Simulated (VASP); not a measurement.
# Ir (Fm-3m) in VASP: single point with PBE

Aim: the single point of Ir with PBE.

Everything below comes from runs of VASP 6.6.1. Logs are shortened: lines on timing, memory, paths and dates and some standing lists are left out, and cuts for length are marked.

**1. The cell of the first run**

It takes space group Fm-3m (No. 225, cubic). The conventional cell has a = 3.870 Å, b = 3.870 Å, c = 3.870 Å, α = 90.00°, β = 90.00°, γ = 90.00°. Within 3.6 Å of Ir (site symmetry m-3m) lie 12 Ir at 2.74 Å.

**2. Single point, PBE**

INCAR

```
SYSTEM = Ir
PREC     = Accurate       ! precision mode
ENCUT    = 500            ! plane-wave cutoff, eV
EDIFF    = 1E-6           ! SCF threshold, eV
ISMEAR   = -1             ! smearing method
SIGMA    = 0.5            ! smearing width, eV
LREAL    = .False.        ! projectors in reciprocal space
LASPH    = .True.         ! aspherical terms in the spheres
NELM     = 120            ! most SCF steps
ALGO     = Normal         ! electronic algorithm
ISIF     = 2              ! what is computed and relaxed
LWAVE    = .False.        ! write WAVECAR
LCHARG   = .True.         ! write CHGCAR
GGA      = PE             ! functional
LELF     = .True.         ! ELF
LVHAR    = .True.       
NBANDS   = 10             ! bands
GGA_COMPAT= .False.
```

KPOINTS

```
regular mesh
0
Gamma
  2 2 2
  0 0 0
```

POSCAR

```
Ir
1.0
    0.0000000000      1.9350000000      1.9350000000
    1.9350000000      0.0000000000      1.9350000000
    1.9350000000      1.9350000000      0.0000000000
Ir
1
Direct
    0.0000000000      0.0000000000      0.0000000000
```

Potentials or basis: VASP PAW PBE potentials, release 64 (Ir).

Run with:

```sh
> cat potpaw_PBE.64/Ir/POTCAR > POTCAR
> mpirun -np 1 vasp_std > vasp.out
```

OUTCAR:

```text
SYSTEM = Ir
   PREC = Accurate
   ENCUT = 500
   EDIFF = 1E-6
   ISMEAR = -1
   LREAL = .False.
   LASPH = .True.
   NELM = 120
   ISIF = 2
   GGA = PE

 ion  position               nearest neighbor table
   1  0.000  0.000  0.000-

  LATTYP: Found a face centered cubic cell.
 ALAT       =     3.8700000000

  Lattice vectors:

 A1 = (   0.0000000000,   1.9350000000,   1.9350000000)
 A2 = (   1.9350000000,   0.0000000000,   1.9350000000)
 A3 = (   1.9350000000,   1.9350000000,   0.0000000000)

Analysis of symmetry for initial positions (statically):
=====================================================================
 Subroutine PRICEL returns:
 Original cell was already a primitive cell.

 Routine SETGRP: Setting up the symmetry group for a
 face centered cubic supercell.

 Subroutine GETGRP returns: Found 48 space group operations
 (whereof 48 operations were pure point group operations)
 out of a pool of 48 trial point group operations.

The static configuration has the point symmetry O_h .

Analysis of symmetry for dynamics (positions and initial velocities):
=====================================================================
 Subroutine PRICEL returns:
 Original cell was already a primitive cell.

 Routine SETGRP: Setting up the symmetry group for a
 face centered cubic supercell.

 Subroutine GETGRP returns: Found 48 space group operations
 (whereof 48 operations were pure point group operations)
 out of a pool of 48 trial point group operations.

The dynamic configuration has the point symmetry O_h .

 Subroutine INISYM returns: Found 48 space group operations
 (whereof 48 operations are pure point group operations),
 and found     1 'primitive' translations

----------------------------------------------------------------------------------------

                                     Primitive cell

  volume of cell :      14.4902

  direct lattice vectors                    reciprocal lattice vectors
     0.000000000  1.935000000  1.935000000    -0.258397933  0.258397933  0.258397933
     1.935000000  0.000000000  1.935000000     0.258397933 -0.258397933  0.258397933
     1.935000000  1.935000000  0.000000000     0.258397933  0.258397933 -0.258397933

  length of vectors
     2.736503243  2.736503243  2.736503243     0.447558348  0.447558348  0.447558348

  position of ions in fractional coordinates (direct lattice)
     0.000000000  0.000000000  0.000000000

  ion indices of the primitive-cell ions
   primitive index   ion index
                 1           1

----------------------------------------------------------------------------------------

 KPOINTS: regular mesh

Automatic generation of k-mesh.
 Grid dimensions read from file:
 generate k-points for:    2    2    2

 Generating k-lattice:

  Cartesian coordinates                     Fractional coordinates (reciprocal lattice)
    -0.129198966  0.129198966  0.129198966     0.500000000  0.000000000  0.000000000
     0.129198966 -0.129198966  0.129198966     0.000000000  0.500000000  0.000000000
     0.129198966  0.129198966 -0.129198966     0.000000000  0.000000000  0.500000000

  Length of vectors
     0.223779174  0.223779174  0.223779174

  Shift w.r.t. Gamma in fractional coordinates (k-lattice)
     0.000000000  0.000000000  0.000000000

 Subroutine IBZKPT returns following result:
 ===========================================

 Found      3 irreducible k-points:

 Following reciprocal coordinates:
            Coordinates               Weight
  0.000000  0.000000  0.000000      1.000000
  0.500000  0.000000  0.000000      4.000000
  0.500000  0.500000  0.000000      3.000000
   k-points           NKPTS =      3   k-points in BZ     NKDIM =      3   number of bands    NBANDS=     10
   number of dos      NEDOS =    301   number of ions     NIONS =      1
   total plane-waves  NPLWV =   8000
   dimension x,y,z NGX =    20 NGY =   20 NGZ =   20
   dimension x,y,z NGXF=    40 NGYF=   40 NGZF=   40
   ions per type =               1
   NGX,Y,Z   is equivalent  to a cutoff of  12.15, 12.15, 12.15 a.u.
   NGXF,Y,Z  is equivalent  to a cutoff of  24.30, 24.30, 24.30 a.u.
 SYSTEM =  Ir
   PREC   = accura    normal or accurate (medium, high low for compatibility)
   ISTART =      0    job   : 0-new  1-cont  2-samecut
   ICHARG =      2    charge: 1-file 2-atom 10-const
   ISPIN  =      1    spin polarized calculation?
   LNONCOLLINEAR =      F non collinear calculations
   LSORBIT =      F    spin-orbit coupling
   LASPH  =      T    aspherical Exc in radial PAW
   ENCUT  =  500.0 eV  36.75 Ry    6.06 a.u.   4.99  4.99  4.99*2*pi/ulx,y,z
   NELM   =    120;   NELMIN=  2; NELMDL= -5     # of ELM steps
   EDIFF  = 0.1E-05   stopping-criterion for ELM
   LREAL  =      F    real-space projection
   EDIFFG = 0.1E-04   stopping-criterion for IOM
   NSW    =      0    number of steps for IOM
   IBRION =     -1    ionic relax: 0-MD 1-quasi-New 2-CG
   NFREE  =      0    steps in history (QN), initial steepest desc. (CG)
   ISIF   =      2    stress and relaxation
   ISYM   =      2    0-nonsym 1-usesym 2-fastsym
   POTIM  = 0.5000    time-step for ionic-motion
   TEBEG  =    0.0;   TEEND  =   0.0 temperature during run
   PSTRESS=    0.0 pullay stress
   NELECT =       9.0000    total number of electrons
   NUPDOWN=      -1.0000    fix difference up-down
   EMIN   =  10.00;   EMAX   =-10.00  energy-range for DOS
   EFERMI =   0.00;   METHOD = LEGACY
   ISMEAR =    -1;   SIGMA  =   0.50  broadening in eV -4-tet -1-fermi 0-gaus
   EFERMI_NEDOS =   21; number of points for ismear=-14 and -15
   IALGO  =     38    algorithm
   IMIX   =      4    mixing-type and parameters
     AMIX     =   0.40;   BMIX     =  1.00
     AMIX_MAG =   1.60;   BMIX_MAG =  1.00
  volume/ion in A,a.u.               =      14.49        97.78
  Fermi-wavevector in a.u.,A,eV,Ry     =   1.396791  2.639552 26.545300  1.951025
  Thomas-Fermi vector in A             =   2.520110
   LORBIT       =      0    0 simple, 1 ext, 2 COOP (PROOUT), +10 PAW based schemes
   GGA     = PE    functional components
   LHFCALC =     F    Hartree Fock is set to
   AEXX    =    0.0000 exact exchange contribution
   IVDW    =     0    specifies the selected vdW correction
   LEPSILON=     F    determine dielectric tensor
   LRPA    =     F    only Hartree local field effects (RPA)
 non-spin polarized calculation
  energy-cutoff  :      500.00
  volume of cell :       14.49
 maximum number of plane-waves:       368
 NGX is ok and might be reduce to    20
   NGX =  9   NGY =  9   NGZ =  9

 number of electron       9.0000000 magnetization

 Free energy of the ion-electron system (eV)
  ---------------------------------------------------
  ext. energy  EPLUGINS =         0.00000000
  ---------------------------------------------------
  free energy    TOTEN  =        -5.40692975 eV

  energy without entropy =       -3.72459353  energy(sigma->0) =       -4.56576164

 E-fermi :  11.0878     XC(G=0): -13.8487

 val. band max:       11.0332086227   @ k =   0.5000   0.5000   0.0000
 cond. band min:      11.5698783962   @ k =   0.5000   0.5000   0.0000
 fundamental gap:      0.5366697735
 Fermi energy:        11.0878290561

 k-point     1 :       0.0000    0.0000    0.0000
  band No.  band energies     occupation
      1      -0.8546      2.00000
      2       6.3535      1.99985
      3       6.3535      1.99985
      4       6.3535      1.99985
      5       9.0250      1.96820
      6       9.0250      1.96820
      7      24.2411      0.00000
      8      29.8569      0.00000
      9      29.8569      0.00000
     10      29.8569      0.00000

 k-point     2 :       0.5000    0.0000    0.0000
  band No.  band energies     occupation
      1       2.1807      2.00000
      2       6.2861      1.99987
      3       6.2861      1.99987
      4       9.3361      1.94157
      5      11.0321      1.05566
      6      11.0321      1.05566
      7      17.1476      0.00001
      8      23.8695      0.00000
      9      29.5723      0.00000
     10      29.5723      0.00000

 k-point     3 :       0.5000    0.5000    0.0000
  band No.  band energies     occupation
      1       2.4697      2.00000
      2       2.9678      2.00000
      3      11.0332      1.05457
      4      11.5699      0.55212
      5      11.5699      0.55212
      6      11.6933      0.45904
      7      20.3117      0.00000
      8      21.6248      0.00000
      9      21.6248      0.00000
     10      31.0269      0.00000

------------------------ aborting loop because EDIFF is reached ----------------------------------------

  FORCE on cell =-STRESS in cart. coord.  units (eV):
  Direction    XX          YY          ZZ          XY          YZ          ZX
  --------------------------------------------------------------------------------------
  -------------------------------------------------------------------------------------
  Total        6.8094844      6.8094844      6.8094844      0.0000000     -0.0000000      0.0000000
  in kB      752.9253267    752.9253267    752.9253267      0.0000000     -0.0000000      0.0000000
  external PRESSURE =     752.9253267 kB  Pullay stress =       0.0000000 kB

 VOLUME and BASIS-vectors are now :
 -----------------------------------------------------------------------------
  energy-cutoff  :      500.00
  volume of cell :       14.49
      direct lattice vectors                 reciprocal lattice vectors
     0.000000000  1.935000000  1.935000000    -0.258397933  0.258397933  0.258397933
     1.935000000  0.000000000  1.935000000     0.258397933 -0.258397933  0.258397933
     1.935000000  1.935000000  0.000000000     0.258397933  0.258397933 -0.258397933

 POSITION                                       TOTAL-FORCE (eV/Angst)
 -----------------------------------------------------------------------------------
      0.00000      0.00000      0.00000        -0.000000     -0.000000     -0.000000
 -----------------------------------------------------------------------------------
    total drift:                                0.000000      0.000000      0.000000

  FREE ENERGIE OF THE ION-ELECTRON SYSTEM (eV)
  ---------------------------------------------------
  free  energy   TOTEN  =        -5.4069297517 eV

  energy  without entropy=       -3.7245935318  energy(sigma->0) =       -4.56576164
```

It took 4.4 s on 1 thread of Intel Xeon 8259CL, shared host; peak memory 0.12 GiB.

Results:

```yaml
Free_energy: -5.4069 eV
Pressure: 75.3 GPa
```

Caveat: the k points lie up to 1.41 Å⁻¹ apart; spin-orbit coupling is left out, which moves the levels of the heavy elements.
